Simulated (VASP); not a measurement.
# RuBrCl4 (P4/mmm) in VASP: further runs

RuBrCl4 is run at these levels: PBE; tasks: single point.

Program: VASP 6.6.1. These are calculated values, not measurements. Logs are shortened: lines on timing, memory, paths and dates and some standing lists are left out, and cuts for length are marked.

### Step 1. The cell of the first run

Symmetry: P4/mmm, No. 123, tetragonal system. The conventional cell has a = 4.677 Å, b = 4.677 Å, c = 6.721 Å, α = 90.00°, β = 90.00°, γ = 90.00°. Within 3.7 Å of Ru (site symmetry 4/mmm) lie 8 Cl at 2.83 Å. Within 3.9 Å of Br (site symmetry 4/mmm) lie 8 Cl at 2.93 Å. Within 3.7 Å of Cl (site symmetry 2mm) lie 2 Ru at 2.83 Å and 2 Br at 2.93 Å and 6 Cl at 3.18 to 3.54 Å.

The cell was generated, and may not be a known phase.

### Step 2. Single point, PBE, collinear spin, ferromagnetic start

Input file INCAR:

```
PREC = Accurate
ENCUT = 520
EDIFF = 1E-6
ISMEAR = 0
SIGMA = 0.1
LREAL = False
LASPH = True
NELM = 150
ALGO = Normal
ISIF = 2
LWAVE = False
LCHARG = False
ISPIN = 2
MAGMOM = 1 0 0 0 0 0
LORBIT = 11
LMAXMIX = 4
GGA = PE
NBANDS = 38
```

Input file KPOINTS:

```
regular mesh
0
Gamma
  4 4 4
```

Input file POSCAR:

```
RuBrCl4
1.0
    4.6773238500      0.0000000000      0.0000000000
    0.0000000000      4.6773238500      0.0000000000
    0.0000000000      0.0000000000      6.7213167700
Ru Br Cl
1 1 4
Direct
    0.0000000000      0.0000000000      0.0000000000
    0.5000000000      0.5000000000      0.5000000000
    0.5000000000      0.0000000000      0.7631459800
    0.0000000000      0.5000000000      0.2368540200
    0.5000000000      0.0000000000      0.2368540200
    0.0000000000      0.5000000000      0.7631459800
```

Potentials or basis: VASP PAW PBE potentials, release 64 (Ru_pv, Br, Cl).

Started as:

```sh
$ cat potpaw_PBE.64/Ru_pv/POTCAR potpaw_PBE.64/Br/POTCAR potpaw_PBE.64/Cl/POTCAR > POTCAR
$ mpirun -np 1 vasp_std > vasp.out
```

OUTCAR:

```text
PREC = Accurate
   ENCUT = 520
   EDIFF = 1E-6
   ISMEAR = 0
   LREAL = False
   LASPH = True
   NELM = 150
   ISIF = 2
   ISPIN = 2
   LORBIT = 11
   GGA = PE

 ion  position               nearest neighbor table
   1  0.000  0.000  0.000-   3 2.83   4 2.83   5 2.83   6 2.83   4 2.83   6 2.83   3 2.83   5 2.83

   2  0.500  0.500  0.500-
   3  0.500  0.000  0.763-   1 2.83   1 2.83
   4  0.000  0.500  0.237-   1 2.83   1 2.83
   5  0.500  0.000  0.237-   1 2.83   1 2.83
   6  0.000  0.500  0.763-   1 2.83   1 2.83

  LATTYP: Found a simple tetragonal cell.
 ALAT       =     4.6773238500
 C/A-ratio  =     1.4370005126

  Lattice vectors:

 A1 = (   4.6773238500,   0.0000000000,   0.0000000000)
 A2 = (   0.0000000000,   4.6773238500,   0.0000000000)
 A3 = (   0.0000000000,   0.0000000000,   6.7213167700)

Analysis of symmetry for initial positions (statically):
=====================================================================
 Subroutine PRICEL returns:
 Original cell was already a primitive cell.

 Routine SETGRP: Setting up the symmetry group for a
 simple tetragonal supercell.

 Subroutine GETGRP returns: Found 16 space group operations
 (whereof 16 operations were pure point group operations)
 out of a pool of 16 trial point group operations.

The static configuration has the point symmetry D_4h.

Analysis of symmetry for dynamics (positions and initial velocities):
=====================================================================
 Subroutine PRICEL returns:
 Original cell was already a primitive cell.

 Routine SETGRP: Setting up the symmetry group for a
 simple tetragonal supercell.

 Subroutine GETGRP returns: Found 16 space group operations
 (whereof 16 operations were pure point group operations)
 out of a pool of 16 trial point group operations.

The dynamic configuration has the point symmetry D_4h.

Analysis of structural, dynamic, and magnetic symmetry:
=====================================================================
 Subroutine PRICEL returns:
 Original cell was already a primitive cell.

 Routine SETGRP: Setting up the symmetry group for a
 simple tetragonal supercell.

 Subroutine GETGRP returns: Found 16 space group operations
 (whereof 16 operations were pure point group operations)
 out of a pool of 16 trial point group operations.

The overall configuration has the point symmetry D_4h.

 Subroutine INISYM returns: Found 16 space group operations
 (whereof 16 operations are pure point group operations),
 and found     1 'primitive' translations

----------------------------------------------------------------------------------------

                                     Primitive cell

  volume of cell :     147.0447

  direct lattice vectors                    reciprocal lattice vectors
     4.677323850  0.000000000  0.000000000     0.213797469  0.000000000  0.000000000
     0.000000000  4.677323850  0.000000000     0.000000000  0.213797469  0.000000000
     0.000000000  0.000000000  6.721316770     0.000000000  0.000000000  0.148780371

  length of vectors
     4.677323850  4.677323850  6.721316770     0.213797469  0.213797469  0.148780371

  position of ions in fractional coordinates (direct lattice)
     0.000000000  0.000000000  0.000000000
     0.500000000  0.500000000  0.500000000
     0.500000000  0.000000000  0.763145980
     0.000000000  0.500000000  0.236854020
     0.500000000  0.000000000  0.236854020
     0.000000000  0.500000000  0.763145980

  ion indices of the primitive-cell ions
   primitive index   ion index
                 1           1
                 2           2
                 3           3
                 4           4
                 5           5
                 6           6

----------------------------------------------------------------------------------------

 KPOINTS: regular mesh

Automatic generation of k-mesh.
 Grid dimensions read from file:
 generate k-points for:    4    4    4

 Generating k-lattice:

  Cartesian coordinates                     Fractional coordinates (reciprocal lattice)
     0.053449367  0.000000000  0.000000000     0.250000000  0.000000000  0.000000000
     0.000000000  0.053449367  0.000000000     0.000000000  0.250000000  0.000000000
     0.000000000  0.000000000  0.037195093     0.000000000  0.000000000  0.250000000

  Length of vectors
     0.053449367  0.053449367  0.037195093

  Shift w.r.t. Gamma in fractional coordinates (k-lattice)
     0.000000000  0.000000000  0.000000000

 Subroutine IBZKPT returns following result:
 ===========================================

 Found     18 irreducible k-points:

 Following reciprocal coordinates:
            Coordinates               Weight
  0.000000  0.000000  0.000000      1.000000
  0.250000  0.000000  0.000000      4.000000
  0.500000  0.000000  0.000000      2.000000
  0.250000  0.250000  0.000000      4.000000
  0.500000  0.250000  0.000000      4.000000
  0.500000  0.500000  0.000000      1.000000
[... 71 lines left out ...]

 val. band max:        2.2023928848   @ k =   0.5000   0.5000   0.0000
 cond. band min:       2.2356625316   @ k =   0.5000   0.5000   0.2500
 fundamental gap:      0.0332696468
 Fermi energy:         2.2223244934

 spin component 1

 k-point     1 :       0.0000    0.0000    0.0000
  band No.  band energies     occupation
      1     -41.8765      1.00000
      2     -41.8765      1.00000
      3     -41.5562      1.00000
      4     -13.3486      1.00000
      5     -12.2382      1.00000
      6     -11.8269      1.00000
[... 28 lines left out ...]
     35      10.9703      0.00000
     36      11.6937      0.00000

 k-point     2 :       0.2500    0.0000    0.0000
  band No.  band energies     occupation
      1     -41.8768      1.00000
      2     -41.8764      1.00000
      3     -41.5562      1.00000
      4     -13.1684      1.00000
      5     -12.1277      1.00000
      6     -11.9865      1.00000
[... 28 lines left out ...]
     35      11.5297      0.00000
     36      11.6855      0.00000
[... 583 lines left out ...]
     35      11.6910      0.00000
     36      12.1179      0.00000

 k-point    18 :       0.5000    0.5000    0.5000
  band No.  band energies     occupation
      1     -41.8771      1.00000
      2     -41.8771      1.00000
      3     -41.5561      1.00000
      4     -12.1579      1.00000
      5     -12.0844      1.00000
      6     -12.0844      1.00000
[... 28 lines left out ...]
     35      12.7722      0.00000
     36      12.8454      0.00000
 Fermi energy:         2.2223244934

 spin component 2

 k-point     1 :       0.0000    0.0000    0.0000
  band No.  band energies     occupation
      1     -39.4349      1.00000
      2     -39.4349      1.00000
      3     -39.2748      1.00000
      4     -13.8422      1.00000
      5     -12.3356      1.00000
      6     -11.9185      1.00000
[... 28 lines left out ...]
     35      10.8952      0.00000
     36      12.0161      0.00000

 k-point     2 :       0.2500    0.0000    0.0000
  band No.  band energies     occupation
      1     -39.4353      1.00000
      2     -39.4349      1.00000
      3     -39.2748      1.00000
      4     -13.6952      1.00000
      5     -12.2232      1.00000
      6     -12.1293      1.00000
[... 28 lines left out ...]
     35      11.4959      0.00000
     36      11.7685      0.00000
[... 583 lines left out ...]
     35      11.8381      0.00000
     36      12.8736      0.00000

 k-point    18 :       0.5000    0.5000    0.5000
  band No.  band energies     occupation
      1     -39.4357      1.00000
      2     -39.4357      1.00000
      3     -39.2746      1.00000
      4     -13.1243      1.00000
      5     -12.1817      1.00000
      6     -12.1817      1.00000
[... 28 lines left out ...]
     35      13.1850      0.00000
     36      13.1850      0.00000
 [bands above 36 left out]

------------------------ aborting loop because EDIFF is reached ----------------------------------------

  FORCE on cell =-STRESS in cart. coord.  units (eV):
  Direction    XX          YY          ZZ          XY          YZ          ZX
  --------------------------------------------------------------------------------------
  -------------------------------------------------------------------------------------
  Total       -1.2516072     -1.2516072     -0.0176567      0.0000000     -0.0000000      0.0000000
  in kB      -13.6373317    -13.6373317     -0.1923853      0.0000000     -0.0000000      0.0000000
  external PRESSURE =      -9.1556829 kB  Pullay stress =       0.0000000 kB

 VOLUME and BASIS-vectors are now :
 -----------------------------------------------------------------------------
  energy-cutoff  :      520.00
  volume of cell :      147.04
      direct lattice vectors                 reciprocal lattice vectors
     4.677323850  0.000000000  0.000000000     0.213797469  0.000000000  0.000000000
     0.000000000  4.677323850  0.000000000     0.000000000  0.213797469  0.000000000
     0.000000000  0.000000000  6.721316770     0.000000000  0.000000000  0.148780371

 POSITION                                       TOTAL-FORCE (eV/Angst)
 -----------------------------------------------------------------------------------
      0.00000      0.00000      0.00000        -0.000000      0.000000      0.000000
      2.33866      2.33866      3.36066        -0.000000      0.000000      0.000000
      2.33866      0.00000      5.12935         0.000000      0.000000      0.722727
      0.00000      2.33866      1.59197         0.000000      0.000000     -0.722727
      2.33866      0.00000      1.59197        -0.000000      0.000000     -0.722727
      0.00000      2.33866      5.12935        -0.000000     -0.000000      0.722727
 -----------------------------------------------------------------------------------
    total drift:                                0.000000     -0.000000     -0.000000

  FREE ENERGIE OF THE ION-ELECTRON SYSTEM (eV)
  ---------------------------------------------------
  free  energy   TOTEN  =       -15.3394348552 eV

  energy  without entropy=      -15.3015053681  energy(sigma->0) =      -15.32047011

 total charge

# of ion       s       p       d       tot
------------------------------------------
    1        0.161   6.070   5.680  11.911
    2        1.666   2.909   0.033   4.608
    3        1.622   3.405   0.000   5.027
    4        1.622   3.405   0.000   5.027
    5        1.622   3.405   0.000   5.027
    6        1.622   3.405   0.000   5.027
--------------------------------------------------
tot          8.314  22.598   5.713  36.625

 magnetization (x)

# of ion       s       p       d       tot
------------------------------------------
    1        0.019   0.016   3.009   3.044
    2       -0.030  -0.833  -0.000  -0.864
    3        0.001  -0.079   0.000  -0.077
    4        0.001  -0.079   0.000  -0.077
    5        0.001  -0.079   0.000  -0.077
    6        0.001  -0.079   0.000  -0.077
--------------------------------------------------
tot         -0.007  -1.131   3.009   1.870
```

It took 8.2 min on 1 thread of Intel Xeon Platinum 8488C (Sapphire Rapids), shared host; peak memory 0.38 GiB.

What came out:

| Property | Result |
| --- | --- |
| Free energy | -15.3394 eV |
| Pressure | -0.9 GPa |
| Largest force | 0.723 eV/Å |
| Net moment | 1.78 μB per cell |
| Site moments | Ru +3.04; Br -0.86; Cl -0.08 μB |
| Valence electrons inside the program's atomic spheres | Ru 11.91; Br 4.61; Cl 5.03 |

Forces in eV/Å, atoms in the order of the input:
```
Ru   0.000  0.000  0.000
Br   0.000  0.000  0.000
Cl   0.000  0.000  0.723
Cl   0.000  0.000 -0.723
Cl   0.000  0.000 -0.723
Cl   0.000  0.000  0.723
```

Stress tensor (GPa, compression positive):
```
-1.36  0.00  0.00
 0.00 -1.36  0.00
 0.00  0.00 -0.02
```

### Step 3. Single point, PBE, collinear spin, ferromagnetic start

This run uses another cell than the first one, of 26.96 Å³/atom.

Input file INCAR:

```
SYSTEM = RuBrCl4
ALGO = Normal ; EDIFF = 1E-6
ENCUT = 520 ; GGA = PE
ISIF = 2 ; ISMEAR = 0
ISPIN = 2 ; LASPH = .TRUE.
LCHARG = .TRUE. ; LELF = .TRUE.
LMAXMIX = 4 ; LORBIT = 11
LREAL = .FALSE. ; LVHAR = .TRUE.
LWAVE = .FALSE. ; MAGMOM = 1 0 0 0 0 0
NBANDS = 38 ; NELM = 150
PREC = Accurate ; SIGMA = 0.1
```

Input file KPOINTS:

```
k-points
0
G
  4 4 4
  0 0 0
```

Input file POSCAR:

```
RuBrCl4
1.0
    4.1231109187      0.0000000000      0.0000000000
    0.0000000000      4.1231109187      0.0000000000
    0.0000000000      0.0000000000      9.5162662840
Ru Br Cl
1 1 4
Direct
    0.0000000000      0.0000000000      0.0000000000
    0.5000000000      0.5000000000      0.5000000000
    0.5000000000      0.0000000000      0.8508870380
    0.0000000000      0.5000000000      0.1491129620
    0.5000000000      0.0000000000      0.1491129620
    0.0000000000      0.5000000000      0.8508870380
```

Potentials or basis: VASP PAW PBE potentials, release 64 (Ru_pv, Br, Cl).

Started as:

```sh
$ cat potpaw_PBE.64/Ru_pv/POTCAR potpaw_PBE.64/Br/POTCAR potpaw_PBE.64/Cl/POTCAR > POTCAR
$ mpirun -np 1 vasp_std > vasp.out
```

Wall time 9 min (1 thread of Intel Xeon Platinum 8488C (Sapphire Rapids), shared host); peak memory 0.41 GiB.

Results (log left out):

* Free energy: -17.6154 eV
* Pressure: 0.0 GPa
* Largest force: 0.024 eV/Å
* Net moment: -0.42 μB per cell
* Site moments: Ru +0.02; Br -0.45; Cl -0.00 μB
* Valence electrons inside the program's atomic spheres: Ru 12.24; Br 4.68; Cl 5.04

Forces in eV/Å, atoms in the order of the input:
```
Ru   0.000  0.000  0.000
Br   0.000  0.000  0.000
Cl   0.000  0.000  0.024
Cl   0.000  0.000 -0.024
Cl   0.000  0.000 -0.024
Cl   0.000  0.000  0.024
```

Levels at points of the mesh, in eV from the Fermi level:
Spin up:
| k point | band 22 | band 23 | band 24 | band 25 | band 26 | band 27 |
| --- | --- | --- | --- | --- | --- | --- |
| (0.00, 0.00, 0.00) | -0.87 | -0.28 | 0.39 | 0.39 | 1.28 | 1.66 |
| (0.50, 0.00, 0.00) | -0.68 | -0.33 | -0.23 | 0.51 | 0.71 | 1.09 |
| (0.50, 0.50, 0.00) | -0.43 | -0.27 | 0.01 | 0.36 | 0.52 | 0.52 |
| (0.00, 0.00, 0.50) | -0.87 | -0.41 | 0.39 | 0.39 | 1.28 | 1.66 |
| (0.50, 0.00, 0.50) | -0.49 | -0.35 | -0.22 | 0.50 | 0.64 | 1.03 |
| (0.50, 0.50, 0.50) | -0.48 | -0.10 | 0.01 | 0.36 | 0.60 | 0.60 |
Spin down:
| k point | band 23 | band 24 | band 25 | band 26 | band 27 | band 28 |
| --- | --- | --- | --- | --- | --- | --- |
| (0.00, 0.00, 0.00) | -0.21 | -0.21 | -0.14 | 1.29 | 1.66 | 1.66 |
| (0.50, 0.00, 0.00) | -0.27 | -0.19 | -0.06 | 0.73 | 1.08 | 1.56 |
| (0.50, 0.50, 0.00) | -0.10 | 0.00 | 0.35 | 0.53 | 0.53 | 1.84 |
| (0.00, 0.00, 0.50) | -0.27 | -0.20 | -0.20 | 1.29 | 1.66 | 1.66 |
| (0.50, 0.00, 0.50) | -0.23 | -0.19 | -0.10 | 0.64 | 1.04 | 1.56 |
| (0.50, 0.50, 0.50) | 0.00 | 0.02 | 0.35 | 0.58 | 0.58 | 1.84 |

Caveat: the k points lie up to 0.38 Å⁻¹ apart; a moment this small can come from the mesh or the smearing; this functional lacks dispersion, which binds layers or chains, so the pressure and a relaxed spacing across them are unreliable.

### Step 4. Single point, PBE, collinear spin

This run uses another cell than the first one, of 28.61 Å³/atom.

Input file INCAR:

```
  ALGO = Normal
  EDIFF = 1E-6
  ENCUT = 520
  GGA = PE
  ISIF = 2
  ISMEAR = 0
  ISPIN = 2
  KPAR = 4
  LASPH = True
  LCHARG = False
  LMAXMIX = 4
  LORBIT = 11
  LREAL = False
  LWAVE = False
  MAGMOM = 0 -0.89 0 0 0 0
  NBANDS = 38
  NELM = 150
  PREC = Accurate
  SIGMA = 0.1
```

Input file KPOINTS:

```
k-points
0
Gamma
  10 10 4
```

Input file POSCAR:

```
RuBrCl4
1.0
    4.1190649252      0.0000000000      0.0000000000
    0.0000000000      4.1190649252      0.0000000000
    0.0000000000      0.0000000000     10.1183992634
Ru Br Cl
1 1 4
Direct
    0.0000000000      0.0000000000      0.0000000000
    0.5000000000      0.5000000000      0.5000000000
    0.5000000000      0.0000000000      0.8599250909
    0.0000000000      0.5000000000      0.1400749091
    0.5000000000      0.0000000000      0.1400749091
    0.0000000000      0.5000000000      0.8599250909
```

Started as:

```sh
$ cat potpaw_PBE.64/Ru_pv/POTCAR potpaw_PBE.64/Br/POTCAR potpaw_PBE.64/Cl/POTCAR > POTCAR
$ mpirun -np 4 vasp_std > vasp.out
```

Run time: 6.9 min. Hardware: 4 MPI ranks of AMD EPYC 7R43 (Zen 3), shared host; peak memory 0.71 GiB.

The run converged. Its results:

```yaml
Free_energy: -17.6695 eV
Pressure: -0.1 GPa
Largest_force: 0.013 eV/Å
Net_moment: -0.82 μB per cell
Site_moments: Ru +0.01; Br -0.59; Cl -0.00 μB
Valence_electrons_inside_the_program's_atomic_spheres: Ru 12.24; Br 4.69; Cl 5.04
```

Forces on the atoms (eV/Å):
```
Ru   0.000  0.000  0.000
Br   0.000  0.000  0.000
Cl   0.000  0.000  0.013
Cl   0.000  0.000 -0.013
Cl   0.000  0.000 -0.013
Cl   0.000  0.000  0.013
```

Levels at points of the mesh, in eV from the Fermi level:
Spin up:
```
           k point  band 22  band 23  band 24  band 25  band 26  band 27
(0.00, 0.00, 0.00)    -0.91    -0.25     0.33     0.33     1.24     1.61
(0.50, 0.00, 0.00)    -0.75    -0.27    -0.20     0.44     0.64     1.02
(0.50, 0.50, 0.00)    -0.52    -0.07    -0.03     0.33     0.48     0.48
(0.00, 0.00, 0.50)    -0.91    -0.33     0.33     0.33     1.24     1.61
(0.50, 0.00, 0.50)    -0.66    -0.27    -0.19     0.44     0.59     0.99
(0.50, 0.50, 0.50)    -0.54    -0.03    -0.02     0.33     0.51     0.51
```
Spin down:
| k point | band 23 | band 24 | band 25 | band 26 | band 27 | band 28 |
| --- | --- | --- | --- | --- | --- | --- |
| (0.00, 0.00, 0.00) | -0.57 | -0.53 | -0.53 | 1.25 | 1.62 | 1.62 |
| (0.50, 0.00, 0.00) | -0.53 | -0.44 | -0.25 | 0.64 | 1.02 | 1.51 |
| (0.50, 0.50, 0.00) | -0.42 | -0.03 | 0.33 | 0.48 | 0.48 | 1.80 |
| (0.00, 0.00, 0.50) | -0.64 | -0.52 | -0.52 | 1.25 | 1.62 | 1.62 |
| (0.50, 0.00, 0.50) | -0.54 | -0.42 | -0.26 | 0.60 | 1.00 | 1.51 |
| (0.50, 0.50, 0.50) | -0.31 | -0.03 | 0.33 | 0.51 | 0.51 | 1.80 |

Caveat: a moment this small can come from the mesh or the smearing; this functional lacks dispersion, which binds layers or chains, so the pressure and a relaxed spacing across them are unreliable.

### Step 5. Overview

```csv
spin,cell,k mesh,gap on the mesh (eV),pressure (GPa),moment (μB),largest force (eV/Å)
"collinear, ferromagnetic start","a = 4.677, b = 4.677, c = 6.721 Å, 6 atoms, atomic positions A",4 × 4 × 4,none,-0.9,1.78,0.72
"collinear, ferromagnetic start","a = 4.123, b = 4.123, c = 9.516 Å, 6 atoms, atomic positions B",4 × 4 × 4,none,0.0,0.42,0.02
collinear,"a = 4.119, b = 4.119, c = 10.118 Å, 6 atoms, atomic positions C",10 × 10 × 4,none,-0.1,0.82,0.01
```

Alike in all rows: task single point; level PBE; potentials or basis VASP PAW PBE potentials, release 64 (Ru_pv, Br, Cl); cutoff (eV) 520; smearing gaussian 0.1 eV.

Caveats: some runs use coarse meshes; a moment this small can come from the mesh or the smearing (at least some runs); this functional lacks dispersion, which binds layers or chains, so the pressure and a relaxed spacing across them are unreliable (at least some runs).

Absolute energies hang on the potentials; compare differences alone.

The gap in the log of VASP goes by the Fermi energy; the results here count the filled bands.